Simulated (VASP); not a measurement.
# ScTa (Pmma) in VASP: further runs

Runs on ScTa. Level: PBE. Tasks: single point, relaxation of cell and atoms.

All numbers are computed with VASP 6.6.1; they aren't measurements. Logs are shortened: lines on timing, memory, paths and dates and some standing lists are left out, and cuts for length are marked.

## 1. The cell of the first run

It takes space group Pmma (No. 51, orthorhombic). The conventional cell has a = 4.746 Å, b = 3.141 Å, c = 4.845 Å, α = 90.00°, β = 90.00°, γ = 90.00°. Within 3.9 Å of Sc (site symmetry mm2) lie 8 Ta at 2.88 to 2.91 Å and 6 Sc at 2.99 to 3.85 Å. Ta (site symmetry mm2) has 8 Sc at 2.88 to 2.91 Å and 6 Ta at 2.99 to 3.84 Å within 3.9 Å.

## 2. Single point, PBE

File INCAR:

```
SYSTEM = ScTa
ALGO = Fast
EDIFF = 1E-6
ENCUT = 520
GGA = PE
ISIF = 2
ISMEAR = 0
LASPH = .TRUE.
LCHARG = .TRUE.
LELF = .TRUE.
LREAL = .FALSE.
LVHAR = .TRUE.
LWAVE = .FALSE.
NBANDS = 30
NELM = 80
PREC = Accurate
SIGMA = 0.1
```

File KPOINTS:

```
k-points
0
G
  4 6 4
  0 0 0
```

File POSCAR:

```
ScTa
1.0
    4.7457689447      0.0000000000      0.0000000000
    0.0000000000      3.1405823899      0.0000000000
    0.0000000000      0.0000000000      4.8454699730
Sc Ta
2 2
Direct
    0.7500000000      0.0000000000      0.6870000000
    0.2500000000      0.0000000000      0.3130000000
    0.7500000000      0.5000000000      0.1880000000
    0.2500000000      0.5000000000      0.8120000000
```

Potentials or basis: VASP PAW PBE potentials, release 64 (Sc_sv, Ta_pv).

The run is started by

```console
$ cat potpaw_PBE.64/Sc_sv/POTCAR potpaw_PBE.64/Ta_pv/POTCAR > POTCAR
$ mpirun -np 1 vasp_std > vasp.out
```

OUTCAR:

```text
SYSTEM = ScTa
   EDIFF = 1E-6
   ENCUT = 520
   GGA = PE
   ISIF = 2
   ISMEAR = 0
   LASPH = .TRUE.
   LREAL = .FALSE.
   NELM = 80
   PREC = Accurate

 ion  position               nearest neighbor table
   1  0.750  0.000  0.687-   3 2.88   3 2.88   3 2.89   3 2.89   4 2.91   4 2.91   4 2.91   4 2.91
                             2 2.99   2 2.99
   2  0.250  0.000  0.313-   4 2.88   4 2.88   4 2.89   4 2.89   3 2.91   3 2.91   3 2.91   3 2.91
                             1 2.99   1 2.99
   3  0.750  0.500  0.188-   1 2.88   1 2.88   1 2.89   1 2.89   2 2.91   2 2.91   2 2.91   2 2.91
                             4 2.99   4 2.99
   4  0.250  0.500  0.812-   2 2.88   2 2.88   2 2.89   2 2.89   1 2.91   1 2.91   1 2.91   1 2.91
                             3 2.99   3 2.99

  LATTYP: Found a simple orthorhombic cell.
 ALAT       =     3.1405823899
 B/A-ratio  =     1.5111111111
 C/A-ratio  =     1.5428571429

  Lattice vectors:

 A1 = (   0.0000000000,  -3.1405823899,   0.0000000000)
 A2 = (   4.7457689447,   0.0000000000,   0.0000000000)
 A3 = (   0.0000000000,   0.0000000000,   4.8454699730)

Analysis of symmetry for initial positions (statically):
=====================================================================
 Subroutine PRICEL returns:
 Original cell was already a primitive cell.

 Routine SETGRP: Setting up the symmetry group for a
 simple orthorhombic supercell.

 Subroutine GETGRP returns: Found  8 space group operations
 (whereof  4 operations were pure point group operations)
 out of a pool of  8 trial point group operations.

The static configuration has the point symmetry C_2h.
 The point group associated with its full space group is D_2h.

Analysis of symmetry for dynamics (positions and initial velocities):
=====================================================================
 Subroutine PRICEL returns:
 Original cell was already a primitive cell.

 Routine SETGRP: Setting up the symmetry group for a
 simple orthorhombic supercell.

 Subroutine GETGRP returns: Found  8 space group operations
 (whereof  4 operations were pure point group operations)
 out of a pool of  8 trial point group operations.

The dynamic configuration has the point symmetry C_2h.
 The point group associated with its full space group is D_2h.

 Subroutine INISYM returns: Found  8 space group operations
 (whereof  4 operations are pure point group operations),
 and found     1 'primitive' translations

----------------------------------------------------------------------------------------

                                     Primitive cell

  volume of cell :      72.2192

  direct lattice vectors                    reciprocal lattice vectors
     4.745768945  0.000000000  0.000000000     0.210714009  0.000000000  0.000000000
     0.000000000  3.140582390  0.000000000     0.000000000  0.318412280  0.000000000
     0.000000000  0.000000000  4.845469973     0.000000000  0.000000000  0.206378330

  length of vectors
     4.745768945  3.140582390  4.845469973     0.210714009  0.318412280  0.206378330

  position of ions in fractional coordinates (direct lattice)
     0.750000000  0.000000000  0.687000000
     0.250000000  0.000000000  0.313000000
     0.750000000  0.500000000  0.188000000
     0.250000000  0.500000000  0.812000000

  ion indices of the primitive-cell ions
   primitive index   ion index
                 1           1
                 2           2
                 3           3
                 4           4

----------------------------------------------------------------------------------------

 KPOINTS: k-points

Automatic generation of k-mesh.
 Grid dimensions read from file:
 generate k-points for:    4    6    4

 Generating k-lattice:

  Cartesian coordinates                     Fractional coordinates (reciprocal lattice)
     0.052678502  0.000000000  0.000000000     0.250000000  0.000000000  0.000000000
     0.000000000  0.053068713  0.000000000     0.000000000  0.166666667  0.000000000
     0.000000000  0.000000000  0.051594582     0.000000000  0.000000000  0.250000000

  Length of vectors
     0.052678502  0.053068713  0.051594582

  Shift w.r.t. Gamma in fractional coordinates (k-lattice)
     0.000000000  0.000000000  0.000000000

 Subroutine IBZKPT returns following result:
 ===========================================

 Found     36 irreducible k-points:

 Following reciprocal coordinates:
            Coordinates               Weight
  0.000000  0.000000  0.000000      1.000000
  0.250000  0.000000  0.000000      2.000000
  0.500000  0.000000  0.000000      1.000000
  0.000000  0.166667  0.000000      2.000000
  0.250000  0.166667  0.000000      4.000000
  0.500000  0.166667  0.000000      2.000000
[... 16 lines left out ...]
  0.250000  0.500000  0.250000      4.000000
  0.500000  0.500000  0.250000      2.000000
 [... further k-points ...]
   k-points           NKPTS =     36   k-points in BZ     NKDIM =     36   number of bands    NBANDS=     30
   number of dos      NEDOS =    301   number of ions     NIONS =      4
   total plane-waves  NPLWV =  31104
   dimension x,y,z NGX =    36 NGY =   24 NGZ =   36
   dimension x,y,z NGXF=    72 NGYF=   48 NGZF=   72
   ions per type =               2   2
   NGX,Y,Z   is equivalent  to a cutoff of  12.61, 12.70, 12.35 a.u.
   NGXF,Y,Z  is equivalent  to a cutoff of  25.22, 25.41, 24.70 a.u.
 SYSTEM =  ScTa
   PREC   = accura    normal or accurate (medium, high low for compatibility)
   ISTART =      0    job   : 0-new  1-cont  2-samecut
   ICHARG =      2    charge: 1-file 2-atom 10-const
   ISPIN  =      1    spin polarized calculation?
   LNONCOLLINEAR =      F non collinear calculations
   LSORBIT =      F    spin-orbit coupling
   LASPH  =      T    aspherical Exc in radial PAW
   ENCUT  =  520.0 eV  38.22 Ry    6.18 a.u.   8.82  5.84  9.01*2*pi/ulx,y,z
   NELM   =     80;   NELMIN=  2; NELMDL= -5     # of ELM steps
   EDIFF  = 0.1E-05   stopping-criterion for ELM
   LREAL  =      F    real-space projection
   EDIFFG = 0.1E-04   stopping-criterion for IOM
   NSW    =      0    number of steps for IOM
   IBRION =     -1    ionic relax: 0-MD 1-quasi-New 2-CG
   NFREE  =      0    steps in history (QN), initial steepest desc. (CG)
   ISIF   =      2    stress and relaxation
   ISYM   =      2    0-nonsym 1-usesym 2-fastsym
   POTIM  = 0.5000    time-step for ionic-motion
   TEBEG  =    0.0;   TEEND  =   0.0 temperature during run
   PSTRESS=    0.0 pullay stress
   NELECT =      44.0000    total number of electrons
   NUPDOWN=      -1.0000    fix difference up-down
   EMIN   =  10.00;   EMAX   =-10.00  energy-range for DOS
   EFERMI =   0.00;   METHOD = LEGACY
   ISMEAR =     0;   SIGMA  =   0.10  broadening in eV -4-tet -1-fermi 0-gaus
   EFERMI_NEDOS =   21; number of points for ismear=-14 and -15
   IALGO  =     68    algorithm
   IMIX   =      4    mixing-type and parameters
     AMIX     =   0.40;   BMIX     =  1.00
     AMIX_MAG =   1.60;   BMIX_MAG =  1.00
  volume/ion in A,a.u.               =      18.05       121.84
  Fermi-wavevector in a.u.,A,eV,Ry     =   1.387847  2.622650 26.206432  1.926118
  Thomas-Fermi vector in A             =   2.512029
   LORBIT       =      0    0 simple, 1 ext, 2 COOP (PROOUT), +10 PAW based schemes
   GGA     = PE    functional components
   LHFCALC =     F    Hartree Fock is set to
   AEXX    =    0.0000 exact exchange contribution
   IVDW    =     0    specifies the selected vdW correction
   LEPSILON=     F    determine dielectric tensor
   LRPA    =     F    only Hartree local field effects (RPA)
 non-spin polarized calculation
 RMM-DIIS sequential band-by-band and
 Gauss-broadening in eV      SIGMA  =   0.10
  energy-cutoff  :      520.00
  volume of cell :       72.22
 maximum number of plane-waves:      1984
 NGX is ok and might be reduce to    36
   NGX = 17   NGY = 11   NGZ = 19

 number of electron      43.9999994 magnetization

 Free energy of the ion-electron system (eV)
  ---------------------------------------------------
  ext. energy  EPLUGINS =         0.00000000
  ---------------------------------------------------
  free energy    TOTEN  =       -34.49505125 eV

  energy without entropy =      -34.48173592  energy(sigma->0) =      -34.48839358

 E-fermi :   5.7706     XC(G=0): -11.9179

 val. band max:        5.7083663953   @ k =   0.0000   0.0000   0.0000
 cond. band min:       5.7708977634   @ k =   0.5000   0.0000   0.5000
 fundamental gap:      0.0625313680
 Fermi energy:         5.7706020079

 k-point     1 :       0.0000    0.0000    0.0000
  band No.  band energies     occupation
      1     -42.6798      2.00000
      2     -42.6151      2.00000
      3     -28.4956      2.00000
      4     -28.3754      2.00000
      5     -28.1821      2.00000
      6     -28.1561      2.00000
[... 22 lines left out ...]
     29       8.7582      0.00000
     30       8.9694      0.00000

 k-point     2 :       0.2500    0.0000    0.0000
  band No.  band energies     occupation
      1     -42.6709      2.00000
      2     -42.6251      2.00000
      3     -28.4719      2.00000
      4     -28.3979      2.00000
      5     -28.1775      2.00000
      6     -28.1474      2.00000
[... 22 lines left out ...]
     29       8.3961      0.00000
     30       8.8987      0.00000

 k-point     3 :       0.5000    0.0000    0.0000
  band No.  band energies     occupation
      1     -42.6485      2.00000
      2     -42.6485      2.00000
      3     -28.4332      2.00000
      4     -28.4332      2.00000
      5     -28.1568      2.00000
      6     -28.1568      2.00000
[... 22 lines left out ...]
     29       8.1294      0.00000
     30       8.1294      0.00000

 k-point     4 :       0.0000    0.1667    0.0000
  band No.  band energies     occupation
      1     -42.6715      2.00000
      2     -42.6064      2.00000
      3     -28.4808      2.00000
      4     -28.3607      2.00000
      5     -28.2155      2.00000
      6     -28.1713      2.00000
[... 22 lines left out ...]
     29       8.6918      0.00000
     30       9.0959      0.00000

 k-point     5 :       0.2500    0.1667    0.0000
  band No.  band energies     occupation
      1     -42.6623      2.00000
      2     -42.6163      2.00000
      3     -28.4606      2.00000
      4     -28.3829      2.00000
      5     -28.2078      2.00000
      6     -28.1704      2.00000
[... 22 lines left out ...]
     29       8.5176      0.00000
     30       9.1547      0.00000
[... 526 lines left out ...]
     29       8.9407      0.00000
     30       8.9409      0.00000

 k-point    22 :       0.0000    0.5000    0.2500
  band No.  band energies     occupation
      1     -42.6443      2.00000
      2     -42.5820      2.00000
      3     -28.4713      2.00000
      4     -28.4291      2.00000
      5     -28.4047      2.00000
      6     -28.3082      2.00000
[... 22 lines left out ...]
     29      10.6047      0.00000
     30      10.8101      0.00000

 k-point    23 :       0.2500    0.5000    0.2500
  band No.  band energies     occupation
      1     -42.6350      2.00000
      2     -42.5910      2.00000
      3     -28.4667      2.00000
      4     -28.4331      2.00000
      5     -28.4197      2.00000
      6     -28.3431      2.00000
[... 22 lines left out ...]
     29       9.9595      0.00000
     30      10.1945      0.00000

 k-point    24 :       0.5000    0.5000    0.2500
  band No.  band energies     occupation
      1     -42.6128      2.00000
      2     -42.6128      2.00000
      3     -28.4483      2.00000
      4     -28.4483      2.00000
      5     -28.4070      2.00000
      6     -28.4070      2.00000
[... 22 lines left out ...]
     29       9.1120      0.00000
     30       9.1123      0.00000

 [... further k-points ...]
[... 5 lines left out ...]
  --------------------------------------------------------------------------------------
  -------------------------------------------------------------------------------------
  Total        5.7922842      5.8864710     10.0548022      0.0000000      0.0000000      0.0000000
  in kB      128.5013695    130.5908962    223.0649969      0.0000000      0.0000000      0.0000000
  external PRESSURE =     160.7190875 kB  Pullay stress =       0.0000000 kB

 VOLUME and BASIS-vectors are now :
 -----------------------------------------------------------------------------
  energy-cutoff  :      520.00
  volume of cell :       72.22
      direct lattice vectors                 reciprocal lattice vectors
     4.745768945  0.000000000  0.000000000     0.210714009  0.000000000  0.000000000
     0.000000000  3.140582390  0.000000000     0.000000000  0.318412280  0.000000000
     0.000000000  0.000000000  4.845469973     0.000000000  0.000000000  0.206378330

 POSITION                                       TOTAL-FORCE (eV/Angst)
 -----------------------------------------------------------------------------------
      3.55933      0.00000      3.32884        -0.000000      0.000000      0.461795
      1.18644      0.00000      1.51663         0.000000      0.000000     -0.461795
      3.55933      1.57029      0.91095        -0.000000      0.000000     -1.329578
      1.18644      1.57029      3.93452        -0.000000     -0.000000      1.329578
 -----------------------------------------------------------------------------------
    total drift:                                0.000000      0.000000      0.000000

  FREE ENERGIE OF THE ION-ELECTRON SYSTEM (eV)
  ---------------------------------------------------
  free  energy   TOTEN  =       -34.4950512479 eV

  energy  without entropy=      -34.4817359204  energy(sigma->0) =      -34.48839358
```

Wall time 34 s (1 thread of Intel Xeon 6975P-C (Granite Rapids), shared host); peak memory 0.21 GiB.

What came out:

```
Free energy            : -34.4951 eV
Pressure               : 16.1 GPa
Largest force          : 1.330 eV/Å
Band gap on the k mesh : zero (bands 22 and 23 overlap by 1.27 eV)
```

Forces in eV/Å, atoms in the order of the input:
```
Sc   0.000  0.000  0.462
Sc   0.000  0.000 -0.462
Ta   0.000  0.000 -1.330
Ta   0.000  0.000  1.330
```

Caveat: the cell stands under pressure; spin-orbit coupling is left out, which moves the levels of the heavy elements; forces of over 1 eV/Å act on the atoms, so gaps and moduli don't describe the material at rest.

[end of part 1 of 2]
